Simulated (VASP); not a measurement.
# Nb5Pd3 (R-3m) in VASP: single point with LDA

Aim: the single point of Nb5Pd3 with LDA.

Everything below comes from runs of VASP 6.6.1. Logs are shortened: lines on timing, memory, paths and dates and some standing lists are left out, and cuts for length are marked.

### Step 1. The cell of the first run

It takes space group R-3m (No. 166, trigonal). Conventional cell: a = 5.652 Å, b = 5.652 Å, c = 13.845 Å, α = 90.00°, β = 90.00°, γ = 120.00°. Within 3.7 Å of Nb (site symmetry 2/m) lie 8 Nb at 2.83 Å and 4 Pd at 2.83 Å. Within 3.7 Å of Nb (site symmetry -3m) lie 6 Nb at 2.83 Å and 6 Pd at 2.83 Å. Nb (site symmetry -3m) has 6 Nb at 2.83 Å and 6 Pd at 2.83 Å within 3.7 Å. Pd (site symmetry 2/m) has 8 Nb at 2.83 Å and 4 Pd at 2.83 Å within 3.7 Å.

### Step 2. Single point, LDA

The input, INCAR:

```
SYSTEM = Nb5Pd3
PREC     = Accurate       ! precision mode
ENCUT    = 500            ! plane-wave cutoff, eV
EDIFF    = 1E-6           ! SCF threshold, eV
ISMEAR   = 1              ! smearing method
SIGMA    = 0.05           ! smearing width, eV
LREAL    = .FALSE.        ! projectors in reciprocal space
LASPH    = .TRUE.         ! aspherical terms in the spheres
NELM     = 120            ! most SCF steps
ALGO     = Normal         ! electronic algorithm
ISIF     = 2              ! what is computed and relaxed
LWAVE    = .FALSE.        ! write WAVECAR
LCHARG   = .FALSE.        ! write CHGCAR
GGA      = CA             ! functional
NBANDS   = 58             ! bands
GGA_COMPAT= .FALSE.
```

The input, KPOINTS:

```
Automatic mesh
0
G
  5 5 5
  0 0 0
```

The input, POSCAR:

```
Nb5Pd3
1.0
    0.0000000000      3.9965843979      3.9965843979
    3.9965843979      0.0000000000      3.9965843979
    3.9965843979      3.9965843979      0.0000000000
Nb Pd
5 3
Direct
    0.0000000000      0.0000000000      0.0000000000
    0.0000000000      0.5000000000      0.0000000000
    0.5000000000      0.0000000000      0.0000000000
    0.5000000000      0.0000000000      0.5000000000
    0.5000000000      0.5000000000      0.0000000000
    0.0000000000      0.0000000000      0.5000000000
    0.0000000000      0.5000000000      0.5000000000
    0.5000000000      0.5000000000      0.5000000000
```

Potentials or basis: VASP PAW LDA potentials, release 64 (Nb_sv, Pd).

Run with:

```sh
$ cat potpaw_LDA.64/Nb_sv/POTCAR potpaw_LDA.64/Pd/POTCAR > POTCAR
$ mpirun -np 1 vasp_std > vasp.out
```

OUTCAR:

```text
SYSTEM = Nb5Pd3
   PREC = Accurate
   ENCUT = 500
   EDIFF = 1E-6
   ISMEAR = 1
   LREAL = .FALSE.
   LASPH = .TRUE.
   NELM = 120
   ISIF = 2
   GGA = CA

 ion  position               nearest neighbor table
   1  0.000  0.000  0.000-   2 2.83   3 2.83   6 2.83   4 2.83   6 2.83   7 2.83   2 2.83   5 2.83
                             7 2.83   3 2.83   4 2.83   5 2.83
   2  0.000  0.500  0.000-   1 2.83   5 2.83   7 2.83   6 2.83   7 2.83   8 2.83   1 2.83   3 2.83
                             6 2.83   3 2.83   5 2.83   8 2.83
   3  0.500  0.000  0.000-   1 2.83   4 2.83   5 2.83   4 2.83   6 2.83   8 2.83   2 2.83   5 2.83
                             8 2.83   1 2.83   2 2.83   6 2.83
   4  0.500  0.000  0.500-   3 2.83   6 2.83   8 2.83   1 2.83   3 2.83   5 2.83   5 2.83   7 2.83
                             8 2.83   1 2.83   6 2.83   7 2.83
   5  0.500  0.500  0.000-   2 2.83   3 2.83   8 2.83   4 2.83   7 2.83   8 2.83   1 2.83   3 2.83
                             4 2.83   1 2.83   2 2.83   7 2.83
   6  0.000  0.000  0.500-   1 2.83   4 2.83   7 2.83   1 2.83   2 2.83   3 2.83   2 2.83   7 2.83
                             8 2.83   3 2.83   4 2.83   8 2.83
   7  0.000  0.500  0.500-   2 2.83   6 2.83   8 2.83   1 2.83   2 2.83   5 2.83   1 2.83   4 2.83
                             6 2.83   4 2.83   5 2.83   8 2.83
   8  0.500  0.500  0.500-   4 2.83   5 2.83   7 2.83   2 2.83   3 2.83   5 2.83   3 2.83   4 2.83
                             6 2.83   2 2.83   6 2.83   7 2.83

  LATTYP: Found a face centered cubic cell.
 ALAT       =     7.9931687958

  Lattice vectors:

 A1 = (   0.0000000000,   3.9965843979,   3.9965843979)
 A2 = (   3.9965843979,   0.0000000000,   3.9965843979)
 A3 = (   3.9965843979,   3.9965843979,   0.0000000000)

Analysis of symmetry for initial positions (statically):
=====================================================================
 Subroutine PRICEL returns:
 Original cell was already a primitive cell.

 Routine SETGRP: Setting up the symmetry group for a
 face centered cubic supercell.

 Subroutine GETGRP returns: Found 12 space group operations
 (whereof  4 operations were pure point group operations)
 out of a pool of 48 trial point group operations.

The static configuration has the point symmetry C_2h.
 The point group associated with its full space group is D_3d.

Analysis of symmetry for dynamics (positions and initial velocities):
[... 123 lines left out ...]
   NFREE  =      0    steps in history (QN), initial steepest desc. (CG)
   ISIF   =      2    stress and relaxation
   ISYM   =      2    0-nonsym 1-usesym 2-fastsym
   POTIM  = 0.5000    time-step for ionic-motion
   TEBEG  =    0.0;   TEEND  =   0.0 temperature during run
   PSTRESS=    0.0 pullay stress
   NELECT =      95.0000    total number of electrons
   NUPDOWN=      -1.0000    fix difference up-down
   EMIN   =  10.00;   EMAX   =-10.00  energy-range for DOS
   EFERMI =   0.00;   METHOD = LEGACY
   ISMEAR =     1;   SIGMA  =   0.05  broadening in eV -4-tet -1-fermi 0-gaus
   EFERMI_NEDOS =   21; number of points for ismear=-14 and -15
   IALGO  =     38    algorithm
   IMIX   =      4    mixing-type and parameters
     AMIX     =   0.40;   BMIX     =  1.00
     AMIX_MAG =   1.60;   BMIX_MAG =  1.00
  volume/ion in A,a.u.               =      15.96       107.70
  Fermi-wavevector in a.u.,A,eV,Ry     =   1.483487  2.803384 29.942795  2.200733
  Thomas-Fermi vector in A             =   2.597142
   LORBIT       =      0    0 simple, 1 ext, 2 COOP (PROOUT), +10 PAW based schemes
   GGA     = CA    functional components
   LHFCALC =     F    Hartree Fock is set to
   AEXX    =    0.0000 exact exchange contribution
   IVDW    =     0    specifies the selected vdW correction
   LEPSILON=     F    determine dielectric tensor
   LRPA    =     F    only Hartree local field effects (RPA)
 non-spin polarized calculation
 Methfessel and Paxton  Order N= 1 SIGMA  =   0.05
  energy-cutoff  :      500.00
  volume of cell :      127.67
 maximum number of plane-waves:      3287
 NGX is ok and might be reduce to    42
   NGX = 21   NGY = 21   NGZ = 21

 number of electron      95.0000010 magnetization

 Free energy of the ion-electron system (eV)
  ---------------------------------------------------
  ext. energy  EPLUGINS =         0.00000000
  ---------------------------------------------------
  free energy    TOTEN  =       -76.38148205 eV

  energy without entropy =      -76.38027511  energy(sigma->0) =      -76.38107974

 E-fermi :  11.8204     XC(G=0): -13.2554

 val. band max:       11.8192018429   @ k =  -0.4000   0.2000   0.0000
 cond. band min:      11.8274422396   @ k =  -0.4000   0.4000   0.2000
 fundamental gap:      0.0082403967
 Fermi energy:        11.8204080571

 k-point     1 :       0.0000    0.0000    0.0000
  band No.  band energies     occupation
      1     -42.6654      2.00000
      2     -42.5716      2.00000
      3     -42.3204      2.00000
      4     -42.2232      2.00000
      5     -42.2232      2.00000
      6     -19.6850      2.00000
[... 1148 lines left out ...]
     57      13.9839      0.00000
     58      14.3465      0.00000

------------------------ aborting loop because EDIFF is reached ----------------------------------------

  FORCE on cell =-STRESS in cart. coord.  units (eV):
  Direction    XX          YY          ZZ          XY          YZ          ZX
  --------------------------------------------------------------------------------------
  -------------------------------------------------------------------------------------
  Total        0.0005204      0.0005204      0.0005204      1.5121308     -1.5121308     -1.5121308
  in kB        0.0065304      0.0065304      0.0065304     18.9759262    -18.9759262    -18.9759262
  external PRESSURE =       0.0065304 kB  Pullay stress =       0.0000000 kB

 VOLUME and BASIS-vectors are now :
 -----------------------------------------------------------------------------
  energy-cutoff  :      500.00
  volume of cell :      127.67
      direct lattice vectors                 reciprocal lattice vectors
     0.000000000  3.996584398  3.996584398    -0.125106829  0.125106829  0.125106829
     3.996584398  0.000000000  3.996584398     0.125106829 -0.125106829  0.125106829
     3.996584398  3.996584398  0.000000000     0.125106829  0.125106829 -0.125106829

 POSITION                                       TOTAL-FORCE (eV/Angst)
 -----------------------------------------------------------------------------------
      0.00000      0.00000      0.00000         0.000000     -0.000000      0.000000
      1.99829      0.00000      1.99829        -0.000000      0.000000      0.000000
      0.00000      1.99829      1.99829         0.000000     -0.000000     -0.000000
      1.99829      3.99658      1.99829         0.000000     -0.000000      0.000000
      1.99829      1.99829      3.99658         0.000000     -0.000000      0.000000
      1.99829      1.99829      0.00000         0.000000      0.000000     -0.000000
      3.99658      1.99829      1.99829        -0.000000     -0.000000      0.000000
      3.99658      3.99658      3.99658         0.000000     -0.000000      0.000000
 -----------------------------------------------------------------------------------
    total drift:                               -0.000000     -0.000000      0.000000

  FREE ENERGIE OF THE ION-ELECTRON SYSTEM (eV)
  ---------------------------------------------------
  free  energy   TOTEN  =       -76.3814820482 eV

  energy  without entropy=      -76.3802751142  energy(sigma->0) =      -76.38107974
```

OSZICAR:

```text
N       E                     dE             d eps       ncg     rms          rms(c)
DAV:   1     0.118209482331E+04    0.11821E+04   -0.48690E+04  2204   0.166E+03
DAV:   2     0.154477930025E+02   -0.11666E+04   -0.11372E+04  2658   0.696E+02
DAV:   3    -0.723006555275E+02   -0.87748E+02   -0.83223E+02  3856   0.152E+02
DAV:   4    -0.801872657124E+02   -0.78866E+01   -0.76978E+01  4016   0.437E+01
DAV:   5    -0.806307381155E+02   -0.44347E+00   -0.43998E+00  3944   0.123E+01    0.222E+01
DAV:   6    -0.784434874567E+02    0.21873E+01   -0.22242E+01  2784   0.287E+01    0.142E+01
DAV:   7    -0.765947966697E+02    0.18487E+01   -0.87961E+00  3368   0.212E+01    0.486E+00
DAV:   8    -0.764046756964E+02    0.19012E+00   -0.17125E+00  3512   0.704E+00    0.220E+00
DAV:   9    -0.763819219684E+02    0.22754E-01   -0.23079E-01  3840   0.362E+00    0.176E+00
DAV:  10    -0.763828026012E+02   -0.88063E-03   -0.67339E-02  3464   0.182E+00    0.681E-01
DAV:  11    -0.763818971275E+02    0.90547E-03   -0.24518E-02  3592   0.124E+00    0.180E-01
DAV:  12    -0.763815059981E+02    0.39113E-03   -0.32153E-03  3848   0.412E-01    0.953E-02
DAV:  13    -0.763814898581E+02    0.16140E-04   -0.54888E-04  3408   0.154E-01    0.502E-02
DAV:  14    -0.763814826100E+02    0.72481E-05   -0.99941E-05  3528   0.763E-02    0.182E-02
DAV:  15    -0.763814835230E+02   -0.91295E-06   -0.15025E-05  3896   0.190E-02    0.107E-02
DAV:  16    -0.763814820361E+02    0.14869E-05   -0.48318E-06  2352   0.152E-02    0.215E-03
DAV:  17    -0.763814820482E+02   -0.12084E-07   -0.92458E-07  1680   0.684E-03
   1 F= -.76381482E+02 E0= -.76381080E+02  d E =-.120693E-02
```

stdout:

```text
POSCAR found type information on POSCAR NbPd
 POSCAR found :  2 types and       8 ions
 scaLAPACK will be used
 LDA part: xc-table for (Slater(with rela. corr.)+CA(PZ))
 , standard interpolation
 POSCAR, INCAR and KPOINTS ok, starting setup
 FFT: planning ... GRIDC
 FFT: planning ... GRID_SOFT
 FFT: planning ... GRID
 WAVECAR not read
 entering main loop
```

Run time: 2.1 min. Hardware: 1 thread of Intel Xeon 6975P-C (Granite Rapids), shared host; peak memory 0.26 GiB.

What came out:

```yaml
Free_energy: -76.3815 eV
Pressure: 0.0 GPa
Band_gap_on_the_k_mesh: zero (an odd number of electrons rules out a gap without spin polarisation)
```

Stress tensor (GPa, compression positive):
```
 0.00  1.90 -1.90
 1.90  0.00 -1.90
-1.90 -1.90  0.00
```
